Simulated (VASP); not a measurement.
TePb (CsCl type), 2 atoms in the cell. The structure is cubic, space group Pm-3m (No. 221). The conventional cell has a = 3.996 Å, b = 3.996 Å, c = 3.996 Å, α = 90.00°, β = 90.00°, γ = 90.00°. Within 4.5 Å of Pb (site symmetry m-3m) lie 8 Te at 3.46 Å and 6 Pb at 4.00 Å. Within 4.5 Å of Te (site symmetry m-3m) lie 8 Pb at 3.46 Å and 6 Te at 4.00 Å. 

```yaml
Program: VASP 6.6.1
Task: density of states
Functional: PBE
Potentials_or_basis: VASP PAW PBE potentials, release 64 (Pb_d, Te)
Cutoff: 520 eV
k_mesh: 11 × 11 × 11
Occupations: fermi-dirac, width 0.1 eV
Spin: no spin polarisation
Dipole_correction: no
k_mesh_for_the_DOS: 17 × 17 × 17
Occupations_for_the_DOS: tetrahedron
Further_INCAR_settings: ALGO = Normal; EDIFF = 1e-07; NBANDS = 17
```

Potentials or basis: VASP PAW PBE potentials, release 64 (Pb_d, Te).

Command:

```console
$ cat potpaw_PBE.64/Pb_d/POTCAR potpaw_PBE.64/Te/POTCAR > POTCAR
$ cp INCAR.step1 INCAR
$ cp KPOINTS.step1 KPOINTS
$ mpirun -np 1 vasp_std > vasp.out
$ cp INCAR.step2 INCAR
$ cp KPOINTS.step2 KPOINTS
$ mpirun -np 1 vasp_std > vasp.out
```

Hardware: 1 thread of Intel(R) Xeon(R) 6975P-C (Granite Rapids), with other jobs on the host.

How long does it take, and how much memory?

Wall time 55 s on 1 thread of Intel(R) Xeon(R) 6975P-C (Granite Rapids), on a shared host, peak memory 0.3 GiB. Counts: k points 165.
